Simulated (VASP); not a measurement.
# SrCl2 (Fm-3m) in VASP: notebook

The runs below take SrCl2 through single point, with PBE.

All numbers are computed with VASP 6.6.1; they aren't measurements. Logs are shortened: lines on timing, memory, paths and dates and some standing lists are left out, and cuts for length are marked.

### 1 The cell of the first run

The structure is cubic, space group Fm-3m (No. 225). The conventional cell has a = 6.995 Å, b = 6.995 Å, c = 6.995 Å, α = 90.00°, β = 90.00°, γ = 90.00°. Sr (site symmetry m-3m) has 8 Cl at 3.03 Å within 4.0 Å. Cl (site symmetry -43m) has 4 Sr at 3.03 Å and 6 Cl at 3.50 Å within 4.0 Å.

### 2 Single point, PBE

Input file INCAR:

```
SYSTEM = SrCl2
ALGO     = Normal         ! electronic algorithm
EDIFF    = 1E-6           ! SCF threshold, eV
ENCUT    = 520            ! plane-wave cutoff, eV
GGA      = PE             ! functional
ISIF     = 2              ! what is computed and relaxed
ISMEAR   = 0              ! smearing method
LASPH    = .True.         ! aspherical terms in the spheres
LCHARG   = .True.         ! write CHGCAR
LELF     = .True.         ! ELF
LREAL    = .False.        ! projectors in reciprocal space
LVHAR    = .True.       
LWAVE    = .False.        ! write WAVECAR
NBANDS   = 19             ! bands
NELM     = 100            ! most SCF steps
PREC     = Accurate       ! precision mode
SIGMA    = 0.01           ! smearing width, eV
```

Input file KPOINTS:

```
k-points
0
Gamma
  2 2 2
  0 0 0
```

Input file POSCAR:

```
SrCl2
1.0
    0.0000000000      3.4976509443      3.4976509443
    3.4976509443      0.0000000000      3.4976509443
    3.4976509443      3.4976509443      0.0000000000
Sr Cl
1 2
Direct
    0.0000000000      0.0000000000      0.0000000000
    0.2500000000      0.2500000000      0.2500000000
    0.7500000000      0.7500000000      0.7500000000
```

Potentials or basis: VASP PAW PBE potentials, release 64 (Sr_sv, Cl).

Command:

```console
> cat potpaw_PBE.64/Sr_sv/POTCAR potpaw_PBE.64/Cl/POTCAR > POTCAR
> mpirun -np 1 vasp_std > vasp.out
```

OUTCAR:

```text
SYSTEM = SrCl2
   EDIFF = 1E-6
   ENCUT = 520
   GGA = PE
   ISIF = 2
   ISMEAR = 0
   LASPH = .True.
   LREAL = .False.
   NELM = 100
   PREC = Accurate

 ion  position               nearest neighbor table
   1  0.000  0.000  0.000-   3 3.03   3 3.03   3 3.03   2 3.03   3 3.03   2 3.03   2 3.03   2 3.03

   2  0.250  0.250  0.250-   1 3.03   1 3.03   1 3.03   1 3.03
   3  0.750  0.750  0.750-   1 3.03   1 3.03   1 3.03   1 3.03

  LATTYP: Found a face centered cubic cell.
 ALAT       =     6.9953018886

  Lattice vectors:

 A1 = (   0.0000000000,   3.4976509443,   3.4976509443)
 A2 = (   3.4976509443,   0.0000000000,   3.4976509443)
 A3 = (   3.4976509443,   3.4976509443,   0.0000000000)

Analysis of symmetry for initial positions (statically):
=====================================================================
 Subroutine PRICEL returns:
 Original cell was already a primitive cell.

 Routine SETGRP: Setting up the symmetry group for a
 face centered cubic supercell.

 Subroutine GETGRP returns: Found 48 space group operations
 (whereof 48 operations were pure point group operations)
 out of a pool of 48 trial point group operations.

The static configuration has the point symmetry O_h .

Analysis of symmetry for dynamics (positions and initial velocities):
=====================================================================
 Subroutine PRICEL returns:
 Original cell was already a primitive cell.

 Routine SETGRP: Setting up the symmetry group for a
 face centered cubic supercell.

 Subroutine GETGRP returns: Found 48 space group operations
 (whereof 48 operations were pure point group operations)
 out of a pool of 48 trial point group operations.

The dynamic configuration has the point symmetry O_h .

 Subroutine INISYM returns: Found 48 space group operations
 (whereof 48 operations are pure point group operations),
 and found     1 'primitive' translations

----------------------------------------------------------------------------------------

                                     Primitive cell

  volume of cell :      85.5775

  direct lattice vectors                    reciprocal lattice vectors
     0.000000000  3.497650944  3.497650944    -0.142953087  0.142953087  0.142953087
     3.497650944  0.000000000  3.497650944     0.142953087 -0.142953087  0.142953087
     3.497650944  3.497650944  0.000000000     0.142953087  0.142953087 -0.142953087

  length of vectors
     4.946425402  4.946425402  4.946425402     0.247602010  0.247602010  0.247602010

  position of ions in fractional coordinates (direct lattice)
     0.000000000  0.000000000  0.000000000
     0.250000000  0.250000000  0.250000000
     0.750000000  0.750000000  0.750000000

  ion indices of the primitive-cell ions
   primitive index   ion index
                 1           1
                 2           2
                 3           3

----------------------------------------------------------------------------------------

 KPOINTS: k-points

Automatic generation of k-mesh.
 Grid dimensions read from file:
 generate k-points for:    2    2    2

 Generating k-lattice:

  Cartesian coordinates                     Fractional coordinates (reciprocal lattice)
    -0.071476544  0.071476544  0.071476544     0.500000000  0.000000000  0.000000000
     0.071476544 -0.071476544  0.071476544     0.000000000  0.500000000  0.000000000
     0.071476544  0.071476544 -0.071476544     0.000000000  0.000000000  0.500000000

  Length of vectors
     0.123801005  0.123801005  0.123801005

  Shift w.r.t. Gamma in fractional coordinates (k-lattice)
     0.000000000  0.000000000  0.000000000

 Subroutine IBZKPT returns following result:
 ===========================================

 Found      3 irreducible k-points:

 Following reciprocal coordinates:
            Coordinates               Weight
  0.000000  0.000000  0.000000      1.000000
  0.500000  0.000000  0.000000      4.000000
  0.500000  0.500000  0.000000      3.000000
   k-points           NKPTS =      3   k-points in BZ     NKDIM =      3   number of bands    NBANDS=     19
   number of dos      NEDOS =    301   number of ions     NIONS =      3
   total plane-waves  NPLWV =  64000
   dimension x,y,z NGX =    40 NGY =   40 NGZ =   40
   dimension x,y,z NGXF=    80 NGYF=   80 NGZF=   80
   ions per type =               1   2
   NGX,Y,Z   is equivalent  to a cutoff of  13.44, 13.44, 13.44 a.u.
   NGXF,Y,Z  is equivalent  to a cutoff of  26.89, 26.89, 26.89 a.u.
 SYSTEM =  SrCl2
   PREC   = accura    normal or accurate (medium, high low for compatibility)
   ISTART =      0    job   : 0-new  1-cont  2-samecut
   ICHARG =      2    charge: 1-file 2-atom 10-const
   ISPIN  =      1    spin polarized calculation?
   LNONCOLLINEAR =      F non collinear calculations
   LSORBIT =      F    spin-orbit coupling
   LASPH  =      T    aspherical Exc in radial PAW
   ENCUT  =  520.0 eV  38.22 Ry    6.18 a.u.   9.20  9.20  9.20*2*pi/ulx,y,z
   NELM   =    100;   NELMIN=  2; NELMDL= -5     # of ELM steps
   EDIFF  = 0.1E-05   stopping-criterion for ELM
   LREAL  =      F    real-space projection
   EDIFFG = 0.1E-04   stopping-criterion for IOM
   NSW    =      0    number of steps for IOM
   IBRION =     -1    ionic relax: 0-MD 1-quasi-New 2-CG
   NFREE  =      0    steps in history (QN), initial steepest desc. (CG)
   ISIF   =      2    stress and relaxation
   ISYM   =      2    0-nonsym 1-usesym 2-fastsym
   POTIM  = 0.5000    time-step for ionic-motion
   TEBEG  =    0.0;   TEEND  =   0.0 temperature during run
   PSTRESS=    0.0 pullay stress
   NELECT =      24.0000    total number of electrons
   NUPDOWN=      -1.0000    fix difference up-down
   EMIN   =  10.00;   EMAX   =-10.00  energy-range for DOS
   EFERMI =   0.00;   METHOD = LEGACY
   ISMEAR =     0;   SIGMA  =   0.01  broadening in eV -4-tet -1-fermi 0-gaus
   EFERMI_NEDOS =   21; number of points for ismear=-14 and -15
   IALGO  =     38    algorithm
   IMIX   =      4    mixing-type and parameters
     AMIX     =   0.40;   BMIX     =  1.00
     AMIX_MAG =   1.60;   BMIX_MAG =  1.00
  volume/ion in A,a.u.               =      28.53       192.50
  Fermi-wavevector in a.u.,A,eV,Ry     =   1.071582  2.024997 15.623409  1.148288
  Thomas-Fermi vector in A             =   2.207327
   LORBIT       =      0    0 simple, 1 ext, 2 COOP (PROOUT), +10 PAW based schemes
   GGA     = PE    functional components
   LHFCALC =     F    Hartree Fock is set to
   AEXX    =    0.0000 exact exchange contribution
   IVDW    =     0    specifies the selected vdW correction
   LEPSILON=     F    determine dielectric tensor
   LRPA    =     F    only Hartree local field effects (RPA)
 non-spin polarized calculation
 Gauss-broadening in eV      SIGMA  =   0.01
  energy-cutoff  :      520.00
  volume of cell :       85.58
 maximum number of plane-waves:      2332
 NGX is ok and might be reduce to    40
   NGX = 19   NGY = 19   NGZ = 19

 number of electron      24.0000002 magnetization

 Free energy of the ion-electron system (eV)
  ---------------------------------------------------
  ext. energy  EPLUGINS =         0.00000000
  ---------------------------------------------------
  free energy    TOTEN  =       -12.74738443 eV

  energy without entropy =      -12.74738443  energy(sigma->0) =      -12.74738443

 E-fermi :   0.2169     XC(G=0):  -8.2444

 val. band max:        0.1169264606   @ k =   0.5000   0.5000   0.0000
 cond. band min:       5.4139083374   @ k =   0.0000   0.0000   0.0000
 fundamental gap:      5.2969818767
 Fermi energy:         0.2169080227

 k-point     1 :       0.0000    0.0000    0.0000
  band No.  band energies     occupation
      1     -32.8255      2.00000
      2     -14.8130      2.00000
      3     -14.8130      2.00000
      4     -14.8130      2.00000
      5     -13.1626      2.00000
      6     -12.3274      2.00000
      7      -1.9850      2.00000
      8      -1.9850      2.00000
      9      -1.9850      2.00000
     10      -0.2180      2.00000
     11      -0.2180      2.00000
     12      -0.2180      2.00000
     13       5.4139      0.00000
     14       6.1990      0.00000
     15       6.1990      0.00000
     16       9.1273      0.00000
     17       9.1273      0.00000
     18       9.1273      0.00000
     19       9.3635      0.00000

 k-point     2 :       0.5000    0.0000    0.0000
  band No.  band energies     occupation
      1     -32.8225      2.00000
      2     -15.0793      2.00000
      3     -14.8261      2.00000
      4     -14.8261      2.00000
      5     -12.7705      2.00000
      6     -12.4118      2.00000
      7      -1.4293      2.00000
      8      -1.4293      2.00000
      9      -1.3685      2.00000
     10      -1.1893      2.00000
     11      -0.9224      2.00000
     12      -0.9224      2.00000
     13       6.8027      0.00000
     14       6.8027      0.00000
     15       7.5762      0.00000
     16       7.9662      0.00000
     17       8.6820      0.00000
     18       8.6820      0.00000
     19       8.8301      0.00000

 k-point     3 :       0.5000    0.5000    0.0000
  band No.  band energies     occupation
      1     -32.8215      2.00000
      2     -15.1371      2.00000
      3     -14.8443      2.00000
      4     -14.8443      2.00000
      5     -12.6246      2.00000
      6     -12.4342      2.00000
      7      -2.6103      2.00000
      8      -1.7449      2.00000
      9      -1.7449      2.00000
     10      -0.2819      2.00000
     11      -0.2819      2.00000
     12       0.1169      2.00000
     13       5.6108      0.00000
     14       7.1159      0.00000
     15       7.6762      0.00000
     16       8.0787      0.00000
     17       8.0787      0.00000
     18       8.7381      0.00000
     19       9.9617      0.00000

------------------------ aborting loop because EDIFF is reached ----------------------------------------

  FORCE on cell =-STRESS in cart. coord.  units (eV):
  Direction    XX          YY          ZZ          XY          YZ          ZX
  --------------------------------------------------------------------------------------
  -------------------------------------------------------------------------------------
  Total        0.5365971      0.5365971      0.5365971      0.0000000      0.0000000      0.0000000
  in kB       10.0461471     10.0461471     10.0461471      0.0000000      0.0000000      0.0000000
  external PRESSURE =      10.0461471 kB  Pullay stress =       0.0000000 kB

 VOLUME and BASIS-vectors are now :
 -----------------------------------------------------------------------------
  energy-cutoff  :      520.00
  volume of cell :       85.58
      direct lattice vectors                 reciprocal lattice vectors
     0.000000000  3.497650944  3.497650944    -0.142953087  0.142953087  0.142953087
     3.497650944  0.000000000  3.497650944     0.142953087 -0.142953087  0.142953087
     3.497650944  3.497650944  0.000000000     0.142953087  0.142953087 -0.142953087

 POSITION                                       TOTAL-FORCE (eV/Angst)
 -----------------------------------------------------------------------------------
      0.00000      0.00000      0.00000         0.000000     -0.000000      0.000000
      1.74883      1.74883      1.74883         0.000000      0.000000      0.000000
      5.24648      5.24648      5.24648        -0.000000     -0.000000     -0.000000
 -----------------------------------------------------------------------------------
    total drift:                               -0.000000     -0.000000      0.000000

  FREE ENERGIE OF THE ION-ELECTRON SYSTEM (eV)
  ---------------------------------------------------
  free  energy   TOTEN  =       -12.7473844316 eV

  energy  without entropy=      -12.7473844316  energy(sigma->0) =      -12.74738443
```

Run time: 17 s. Hardware: 1 thread of Intel Xeon Platinum 8259CL at 2.50GHz (Skylake/Cascade Lake), shared host; peak memory 0.22 GiB.

What came out:

```yaml
Free_energy: -12.7474 eV
Pressure: 1.0 GPa
Band_gap_on_the_k_mesh: 5.30 eV, indirect (least direct gap 5.49 eV)
```

Levels at points of the mesh, in eV from the valence-band top:
```csv
k point,band 9,band 10,band 11,band 12,band 13,band 14,band 15,band 16
"(0.00, 0.00, 0.00)",-2.10,-0.33,-0.33,-0.33,5.30,6.08,6.08,9.01
"(0.50, 0.00, 0.00)",-1.49,-1.31,-1.04,-1.04,6.69,6.69,7.46,7.85
"(0.50, 0.50, 0.00)",-1.86,-0.40,-0.40,0.00,5.49,7.00,7.56,7.96
```

Caveat: the k points lie up to 0.78 Å⁻¹ apart. As with any semilocal functional, this PBE gap is likely too small.

### 3 Single point, PBE

Input file INCAR:

```
  ALGO = Normal
  EDIFF = 1E-7
  ENCUT = 520
  GGA = PE
  ISIF = 2
  ISMEAR = 0
  LASPH = True
  LCHARG = False
  LREAL = False
  LWAVE = False
  NBANDS = 19
  NELM = 100
  PREC = Accurate
  SIGMA = 0.01
```

Input file KPOINTS:

```
k-points
0
Gamma
  4 4 4
```

POSCAR is that of step 2.

Potentials or basis: VASP PAW PBE potentials, release 64 (Sr_sv, Cl).

Command:

```console
> cat potpaw_PBE.64/Sr_sv/POTCAR potpaw_PBE.64/Cl/POTCAR > POTCAR
> mpirun -np 1 vasp_std > vasp.out
```

Wall time 31 s (1 thread of Intel Xeon Platinum 8259CL at 2.50GHz (Skylake/Cascade Lake), shared host); peak memory 0.22 GiB.

It converged, with:

```yaml
Free_energy: -12.7864 eV
Pressure: 0.8 GPa
Band_gap_on_the_k_mesh: 5.31 eV, indirect (least direct gap 5.51 eV)
```

Levels at points of the mesh, in eV from the valence-band top:
```tsv
k point	band 8	band 9	band 10	band 11	band 12	band 13	band 14	band 15	band 16	band 17
(0.00, 0.00, 0.00)	-2.10	-2.10	-0.33	-0.33	-0.33	5.31	6.10	6.10	9.02	9.02
(0.50, 0.00, 0.00)	-1.54	-1.48	-1.30	-1.04	-1.04	6.70	6.70	7.48	7.86	8.58
(0.50, 0.50, 0.00)	-1.86	-1.86	-0.40	-0.40	0.00	5.51	7.02	7.58	7.98	7.98
```

(Part 1 of 2 ends here.)
